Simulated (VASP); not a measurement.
A run of VASP 6.6.1 is set up as follows.

The input INCAR:

```
ALGO = Normal
EDIFF = 1E-6
ENCUT = 520
ISIF = 2
ISMEAR = -1
LASPH = True
LCHARG = False
LREAL = False
LWAVE = False
NBANDS = 10
NELM = 60
PREC = Accurate
SIGMA = 0.03
```

KPOINTS

```
k-points
0
Gamma
  14 14 14
```

POSCAR

```
Re
1.0
    0.0000000000      2.0009898225      2.0009898225
    2.0009898225      0.0000000000      2.0009898225
    2.0009898225      2.0009898225      0.0000000000
Re
1
Direct
    0.0000000000      0.0000000000      0.0000000000
```

Potentials or basis: VASP PAW LDA potentials, release 64 (Re).

The run is started by

```sh
$ cat potpaw_LDA.64/Re/POTCAR > POTCAR
$ mpirun -np 1 vasp_std > vasp.out
```

(1) Estimate the pressure.

Answers

(1) -33.9 GPa.
